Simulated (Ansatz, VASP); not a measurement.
**B2AsH2 in VASP and in Ansatz**

File INCAR:

```
SYSTEM = B2AsH2
ALGO = Normal
EDIFF = 1E-6
EDIFFG = -0.04
ENCUT = 600
GGA = PE
IBRION = 2
ISIF = 3
ISMEAR = 0
LASPH = .TRUE.
LCHARG = .FALSE.
LREAL = .FALSE.
LWAVE = .FALSE.
NELM = 60
NSW = 90
PREC = Accurate
SIGMA = 0.1
```

The input KPOINTS:

```
k-points
0
G
  6 6 4
  0 0 0
```

File POSCAR:

```
B2AsH2
1.0
    4.0227658200      0.0000000000      0.0000000000
   -2.0113829100      3.4838174000      0.0000000000
    0.0000000000      0.0000000000      4.0667673700
B H As
2 2 1
Direct
    0.3333333300      0.6666666700      0.7782377000
    0.6666666700      0.3333333300      0.2217623000
    0.0000000000      0.0000000000      0.8778865300
    0.0000000000      0.0000000000      0.1221134700
    0.0000000000      0.0000000000      0.5000000000
```

Input for Ansatz:

```yaml
crystal:
  lattice:
    - [4.02276582, 0.0, 0.0]
    - [-2.01138291, 3.4838174, 0.0]
    - [0.0, 0.0, 4.06676737]
  atoms:
    - { symbol: B, position: [0.33333333, 0.66666667, 0.7782377] }
    - { symbol: B, position: [0.66666667, 0.33333333, 0.2217623] }
    - { symbol: H, position: [0.0, 0.0, 0.87788653] }
    - { symbol: H, position: [0.0, 0.0, 0.12211347] }
    - { symbol: As, position: [0.0, 0.0, 0.5] }
basis:
  ecutwfc: 420
kpoints:
  mp_grid: { grid: [6, 6, 4] }
hamiltonian:
  xc: pbe
scf:
  occupations: { method: gaussian, width: 0.1 }
  lower_state_search: "off"
output:
  forces: true
  stress: true
  eigenvalues: true
relax:
  adjacent_minimum: "off"
  f_tol: 0.04
  max_steps: 70
  cell: { stress_tol: 0.4 }
```

Change from the starting cell: species swapped into the K2PtC2 type (P-3m1, No. 164).

Alike in both runs: task relaxation of cell and atoms; functional PBE; k mesh 6 × 6 × 4; occupations gaussian, width 0.1 eV; no spin polarisation.

|  | VASP | Ansatz |
| --- | --- | --- |
| version | VASP 6.6.1 | Ansatz 0.2.0 |
| potentials or method | VASP PAW PBE potentials, release 64 (B, H, As), cutoff 600 eV | scalar-relativistic, plane waves, PAW |
| valence electrons in the cell | 13 | 23 |

```tsv
	VASP	Ansatz	Ansatz less VASP
gap on the k mesh at the Fermi level, each at its own relaxed structure (eV)	none	none	-
relaxed volume (Å³/atom)	14.03	16.71	+2.674
relaxed cell length with the largest relative difference (Å)	6.954	8.781	+1.8271
```

A gap of «none» marks a metal or a gap that the smearing closes. One of these differences is far larger than is usual between the two programs; its cause wasn't traced. VASP's potentials hold 13 valence electrons a cell and Ansatz's 23, so a difference there can come from the potentials and not from the codes.

The k mesh is coarse, so the values compare programs but aren't converged. Noted on VASP's run: the volume moved by over 15 % at a fixed basis, so the end points are rough.
